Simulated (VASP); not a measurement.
# TaF4 (Pbam) in VASP: single point with PBE

Aim: the single point of TaF4 with PBE.

All numbers are computed with VASP 6.6.1; they aren't measurements. Logs are shortened: lines on timing, memory, paths and dates and some standing lists are left out, and cuts for length are marked.

### Step 1. The cell of the first run

The structure is orthorhombic, space group Pbam (No. 55). The conventional cell has a = 5.601 Å, b = 10.796 Å, c = 2.858 Å, α = 90.00°, β = 90.00°, γ = 90.00°. Ta (site symmetry 2/m) has 6 F at 1.88 to 2.10 Å within 2.5 Å. Within 2.5 Å of F (site symmetry m) lie 1 Ta at 1.88 Å. F (site symmetry m) has 2 Ta at 2.10 Å and 6 F at 2.82 to 2.86 Å within 2.9 Å.

### Step 2. Single point, PBE

Input file POSCAR:

```
TaF4
1.0
    5.6013951044      0.0000000000      0.0000000000
    0.0000000000     10.7964503899      0.0000000000
    0.0000000000      0.0000000000      2.8576230883
Ta F
2 8
Direct
    0.0000000000      0.0000000000      0.0000000000
    0.5000000000      0.5000000000      0.0000000000
    0.7759481361      0.4014073675      0.0000000000
    0.2759481361      0.0985926325      0.0000000000
    0.6555667663      0.6172864865      0.5000000000
    0.8444332337      0.1172864865      0.5000000000
    0.1555667663      0.8827135135      0.5000000000
    0.3444332337      0.3827135135      0.5000000000
    0.7240518639      0.9014073675      0.0000000000
    0.2240518639      0.5985926325      0.0000000000
```

Input file INCAR.step1:

```
SYSTEM = TaF4
ALGO = Fast ; EDIFF = 1E-6
ENCUT = 520 ; GGA = PE
ISIF = 2 ; ISMEAR = 0
LASPH = .True. ; LCHARG = .True.
LMAXMIX = 4 ; LREAL = .False.
LWAVE = .False. ; NBANDS = 50
NELM = 100 ; PREC = Accurate
SIGMA = 0.1
```

Input file KPOINTS.step1:

```
k-points
0
Gamma
  6 4 10
  0 0 0
```

Input file INCAR.step2:

```
SYSTEM = TaF4
ALGO = Fast ; EDIFF = 1E-6
ENCUT = 520 ; GGA = PE
ICHARG = 11 ; ISIF = 2
ISMEAR = -5 ; LASPH = .True.
LCHARG = .False. ; LMAXMIX = 4
LORBIT = 11 ; LREAL = .False.
LWAVE = .False. ; NBANDS = 50
NEDOS = 1001 ; NELM = 100
PREC = Accurate ; SIGMA = 0.1
```

Input file KPOINTS.step2:

```
k-points
0
Gamma
  9 6 15
  0 0 0
```

Potentials or basis: VASP PAW PBE potentials, release 64 (Ta_pv, F).

Started as:

```sh
> cat potpaw_PBE.64/Ta_pv/POTCAR potpaw_PBE.64/F/POTCAR > POTCAR
> cp INCAR.step1 INCAR
> cp KPOINTS.step1 KPOINTS
> mpirun -np 1 vasp_std > vasp.out
> cp INCAR.step2 INCAR
> cp KPOINTS.step2 KPOINTS
> mpirun -np 1 vasp_std > vasp.out
```

OUTCAR:

```text
SYSTEM = TaF4
   EDIFF = 1E-6
   ENCUT = 520
   GGA = PE
   ICHARG = 11
   ISIF = 2
   ISMEAR = -5
   LASPH = .True.
   LORBIT = 11
   LREAL = .False.
   NELM = 100
   PREC = Accurate

 ion  position               nearest neighbor table
   1  0.000  0.000  0.000-   4 1.88   9 1.88   7 2.10   6 2.10   6 2.10   7 2.10
   2  0.500  0.500  0.000-   3 1.88  10 1.88   8 2.10   5 2.10   5 2.10   8 2.10
   3  0.776  0.401  0.000-   2 1.88
   4  0.276  0.099  0.000-   1 1.88
   5  0.656  0.617  0.500-   2 2.10   2 2.10
   6  0.844  0.117  0.500-   1 2.10   1 2.10
   7  0.156  0.883  0.500-   1 2.10   1 2.10
   8  0.344  0.383  0.500-   2 2.10   2 2.10
   9  0.724  0.901  0.000-   1 1.88
  10  0.224  0.599  0.000-   2 1.88

  LATTYP: Found a simple orthorhombic cell.
 ALAT       =     2.8576230883
 B/A-ratio  =     1.9601588213
 C/A-ratio  =     3.7781226062

  Lattice vectors:

 A1 = (   0.0000000000,   0.0000000000,   2.8576230883)
 A2 = (   5.6013951044,   0.0000000000,   0.0000000000)
 A3 = (   0.0000000000,  10.7964503899,   0.0000000000)

Analysis of symmetry for initial positions (statically):
=====================================================================
 Subroutine PRICEL returns:
 Original cell was already a primitive cell.

 Routine SETGRP: Setting up the symmetry group for a
 simple orthorhombic supercell.

 Subroutine GETGRP returns: Found  8 space group operations
 (whereof  4 operations were pure point group operations)
 out of a pool of  8 trial point group operations.

The static configuration has the point symmetry C_2h.
 The point group associated with its full space group is D_2h.

Analysis of symmetry for dynamics (positions and initial velocities):
=====================================================================
 Subroutine PRICEL returns:
 Original cell was already a primitive cell.

 Routine SETGRP: Setting up the symmetry group for a
 simple orthorhombic supercell.

 Subroutine GETGRP returns: Found  8 space group operations
 (whereof  4 operations were pure point group operations)
 out of a pool of  8 trial point group operations.

The dynamic configuration has the point symmetry C_2h.
 The point group associated with its full space group is D_2h.

 Subroutine INISYM returns: Found  8 space group operations
 (whereof  4 operations are pure point group operations),
 and found     1 'primitive' translations

----------------------------------------------------------------------------------------

                                     Primitive cell

  volume of cell :     172.8153

  direct lattice vectors                    reciprocal lattice vectors
     5.601395104  0.000000000  0.000000000     0.178526953  0.000000000  0.000000000
     0.000000000 10.796450390  0.000000000     0.000000000  0.092623035  0.000000000
     0.000000000  0.000000000  2.857623088     0.000000000  0.000000000  0.349941182

  length of vectors
     5.601395104 10.796450390  2.857623088     0.178526953  0.092623035  0.349941182

  position of ions in fractional coordinates (direct lattice)
     0.000000000  0.000000000  0.000000000
     0.500000000  0.500000000  0.000000000
     0.775948136  0.401407367  0.000000000
     0.275948136  0.098592633  0.000000000
     0.655566766  0.617286486  0.500000000
     0.844433234  0.117286486  0.500000000
     0.155566766  0.882713514  0.500000000
     0.344433234  0.382713514  0.500000000
     0.724051864  0.901407367  0.000000000
     0.224051864  0.598592633  0.000000000

  ion indices of the primitive-cell ions
   primitive index   ion index
                 1           1
                 2           2
                 3           3
                 4           4
                 5           5
                 6           6
                 7           7
                 8           8
                 9           9
                10          10

----------------------------------------------------------------------------------------

 KPOINTS: k-points

Automatic generation of k-mesh.
 Grid dimensions read from file:
 generate k-points for:    9    6   15

 Generating k-lattice:

  Cartesian coordinates                     Fractional coordinates (reciprocal lattice)
     0.019836328  0.000000000  0.000000000     0.111111111  0.000000000  0.000000000
     0.000000000  0.015437172  0.000000000     0.000000000  0.166666667  0.000000000
     0.000000000  0.000000000  0.023329412     0.000000000  0.000000000  0.066666667

  Length of vectors
     0.019836328  0.015437172  0.023329412

  Shift w.r.t. Gamma in fractional coordinates (k-lattice)
     0.000000000  0.000000000  0.000000000

 TETIRR: Found   2421 inequivalent tetrahedra from     4860

 Subroutine IBZKPT returns following result:
 ===========================================

 Found    160 irreducible k-points:

 Following reciprocal coordinates:
            Coordinates               Weight
  0.000000  0.000000  0.000000      1.000000
  0.111111  0.000000  0.000000      2.000000
  0.222222  0.000000  0.000000      2.000000
  0.333333  0.000000  0.000000      2.000000
  0.444444  0.000000  0.000000      2.000000
  0.000000  0.166667  0.000000      2.000000
[... 16 lines left out ...]
  0.222222  0.000000  0.066667      4.000000
  0.333333  0.000000  0.066667      4.000000
 [... further k-points ...]
   k-points           NKPTS =    160   k-points in BZ     NKDIM =    160   number of bands    NBANDS=     50
   number of dos      NEDOS =   1001   number of ions     NIONS =     10
   total plane-waves  NPLWV =  80640
   dimension x,y,z NGX =    42 NGY =   80 NGZ =   24
   dimension x,y,z NGXF=    84 NGYF=  160 NGZF=   48
   ions per type =               2   8
   NGX,Y,Z   is equivalent  to a cutoff of  12.47, 12.32, 13.96 a.u.
   NGXF,Y,Z  is equivalent  to a cutoff of  24.93, 24.64, 27.92 a.u.
 SYSTEM =  TaF4
   PREC   = accura    normal or accurate (medium, high low for compatibility)
   ISTART =      0    job   : 0-new  1-cont  2-samecut
   ICHARG =     11    charge: 1-file 2-atom 10-const
   ISPIN  =      1    spin polarized calculation?
   LNONCOLLINEAR =      F non collinear calculations
   LSORBIT =      F    spin-orbit coupling
   LASPH  =      T    aspherical Exc in radial PAW
   ENCUT  =  520.0 eV  38.22 Ry    6.18 a.u.  10.41 20.07  5.31*2*pi/ulx,y,z
   NELM   =    100;   NELMIN=  2; NELMDL=  0     # of ELM steps
   EDIFF  = 0.1E-05   stopping-criterion for ELM
   LREAL  =      F    real-space projection
   EDIFFG = 0.1E-04   stopping-criterion for IOM
   NSW    =      0    number of steps for IOM
   IBRION =     -1    ionic relax: 0-MD 1-quasi-New 2-CG
   NFREE  =      0    steps in history (QN), initial steepest desc. (CG)
   ISIF   =      2    stress and relaxation
   ISYM   =      2    0-nonsym 1-usesym 2-fastsym
   POTIM  = 0.5000    time-step for ionic-motion
   TEBEG  =    0.0;   TEEND  =   0.0 temperature during run
   PSTRESS=    0.0 pullay stress
   NELECT =      78.0000    total number of electrons
   NUPDOWN=      -1.0000    fix difference up-down
   EMIN   =  10.00;   EMAX   =-10.00  energy-range for DOS
   EFERMI =   0.00;   METHOD = LEGACY
   ISMEAR =    -5;   SIGMA  =   0.10  broadening in eV -4-tet -1-fermi 0-gaus
   EFERMI_NEDOS =   21; number of points for ismear=-14 and -15
   IALGO  =     68    algorithm
   IMIX   =      4    mixing-type and parameters
     AMIX     =   0.40;   BMIX     =  1.00
     AMIX_MAG =   1.60;   BMIX_MAG =  1.00
  volume/ion in A,a.u.               =      17.28       116.62
  Fermi-wavevector in a.u.,A,eV,Ry     =   1.255776  2.373073 21.456039  1.576974
  Thomas-Fermi vector in A             =   2.389517
   LORBIT       =     11    0 simple, 1 ext, 2 COOP (PROOUT), +10 PAW based schemes
   GGA     = PE    functional components
   LHFCALC =     F    Hartree Fock is set to
   AEXX    =    0.0000 exact exchange contribution
   IVDW    =     0    specifies the selected vdW correction
   LEPSILON=     F    determine dielectric tensor
   LRPA    =     F    only Hartree local field effects (RPA)
 non-spin polarized calculation
 RMM-DIIS sequential band-by-band and
 Fermi weights with tetrahedron method with Bloechl corrections
  energy-cutoff  :      520.00
  volume of cell :      172.82
 maximum number of plane-waves:      4689
 NGX is ok and might be reduce to    42

 number of electron      77.9999972 magnetization

 Free energy of the ion-electron system (eV)
  ---------------------------------------------------
  ext. energy  EPLUGINS =         0.00000000
  ---------------------------------------------------
  free energy    TOTEN  =       -67.04420332 eV

  energy without entropy =      -67.04420332  energy(sigma->0) =      -67.04420332

 E-fermi :   0.5572     XC(G=0):  -8.1533

 val. band max:       -0.1116048357   @ k =   0.0000   0.0000   0.2000
 cond. band min:       0.7795023948   @ k =   0.4444   0.0000   0.2667
 fundamental gap:      0.8911072305
 Fermi energy:         0.5572285740

 k-point     1 :       0.0000    0.0000    0.0000
  band No.  band energies     occupation
      1     -37.0804      2.00000
      2     -37.0804      2.00000
      3     -36.6236      2.00000
      4     -36.6235      2.00000
      5     -36.0478      2.00000
      6     -36.0478      2.00000
[... 42 lines left out ...]
     49       5.8648      0.00000
     50       5.9405      0.00000

 k-point     2 :       0.1111    0.0000    0.0000
  band No.  band energies     occupation
      1     -37.0805      2.00000
      2     -37.0804      2.00000
      3     -36.6236      2.00000
      4     -36.6235      2.00000
      5     -36.0478      2.00000
      6     -36.0478      2.00000
[... 42 lines left out ...]
     49       5.6758      0.00000
     50       6.1890      0.00000

 k-point     3 :       0.2222    0.0000    0.0000
  band No.  band energies     occupation
      1     -37.0806      2.00000
      2     -37.0805      2.00000
      3     -36.6236      2.00000
      4     -36.6235      2.00000
      5     -36.0478      2.00000
      6     -36.0478      2.00000
[... 42 lines left out ...]
     49       5.5997      0.00000
     50       6.4008      0.00000

 k-point     4 :       0.3333    0.0000    0.0000
  band No.  band energies     occupation
      1     -37.0807      2.00000
      2     -37.0807      2.00000
      3     -36.6236      2.00000
      4     -36.6236      2.00000
      5     -36.0478      2.00000
      6     -36.0478      2.00000
[... 999 lines left out ...]
 k-point    23 :       0.2222    0.0000    0.0667
  band No.  band energies     occupation
      1     -37.0769      2.00000
      2     -37.0769      2.00000
      3     -36.6139      2.00000
      4     -36.6139      2.00000
      5     -36.0917      2.00000
      6     -36.0917      2.00000
[... 42 lines left out ...]
     49       5.7269      0.00000
     50       6.5082      0.00000

 k-point    24 :       0.3333    0.0000    0.0667
  band No.  band energies     occupation
      1     -37.0770      2.00000
      2     -37.0770      2.00000
      3     -36.6140      2.00000
      4     -36.6139      2.00000
      5     -36.0917      2.00000
      6     -36.0917      2.00000
[... 42 lines left out ...]
     49       5.8198      0.00000
     50       6.5738      0.00000

 [... further k-points ...]
[... 5 lines left out ...]
  --------------------------------------------------------------------------------------
  -------------------------------------------------------------------------------------
  Total        0.8558598      0.4366409      0.5203772     -0.0000000      0.0000000      0.0000000
  in kB        7.9347099      4.0481151      4.8244374     -0.0000000      0.0000000      0.0000000
  external PRESSURE =       5.6024208 kB  Pullay stress =       0.0000000 kB

 VOLUME and BASIS-vectors are now :
 -----------------------------------------------------------------------------
  energy-cutoff  :      520.00
  volume of cell :      172.82
      direct lattice vectors                 reciprocal lattice vectors
     5.601395104  0.000000000  0.000000000     0.178526953  0.000000000  0.000000000
     0.000000000 10.796450390  0.000000000     0.000000000  0.092623035  0.000000000
     0.000000000  0.000000000  2.857623088     0.000000000  0.000000000  0.349941182

 POSITION                                       TOTAL-FORCE (eV/Angst)
 -----------------------------------------------------------------------------------
      0.00000      0.00000      0.00000        -0.000000     -0.000000      0.000000
      2.80070      5.39823      0.00000        -0.000000     -0.000000      0.000000
      4.34639      4.33377      0.00000         0.171335     -0.116183      0.000000
      1.54569      1.06445      0.00000         0.171335      0.116183      0.000000
      3.67209      6.66450      1.42881         0.034916      0.049657      0.000000
      4.73000      1.26628      1.42881        -0.034916      0.049657      0.000000
      0.87139      9.53017      1.42881         0.034916     -0.049657     -0.000000
      1.92931      4.13195      1.42881        -0.034916     -0.049657      0.000000
      4.05570      9.73200      0.00000        -0.171335     -0.116183      0.000000
      1.25500      6.46268      0.00000        -0.171335      0.116183      0.000000
 -----------------------------------------------------------------------------------
    total drift:                                0.000000     -0.000000      0.000000

  FREE ENERGIE OF THE ION-ELECTRON SYSTEM (eV)
  ---------------------------------------------------
  free  energy   TOTEN  =       -67.0442033173 eV

  energy  without entropy=      -67.0442033173  energy(sigma->0) =      -67.04420332

 total charge

# of ion       s       p       d       tot
------------------------------------------
    1        0.288   6.267   2.207   8.762
    2        0.288   6.267   2.207   8.762
    3        1.749   4.334   0.000   6.083
    4        1.749   4.334   0.000   6.083
    5        1.743   4.336   0.000   6.079
    6        1.743   4.336   0.000   6.079
    7        1.743   4.336   0.000   6.079
    8        1.743   4.336   0.000   6.079
    9        1.749   4.334   0.000   6.083
   10        1.749   4.334   0.000   6.083
--------------------------------------------------
tot         14.542  47.216   4.414  66.171
```

Wall time 22 min (1 thread of Oxide Virtual Turin-like, shared host); peak memory 0.94 GiB.

What came out:

```
Valence electrons inside the program's atomic spheres : Ta 8.76; F 6.08
```

Caveat: spin-orbit coupling is left out, which moves the levels of the heavy elements; tetrahedron occupations give inexact forces and stress in metals.
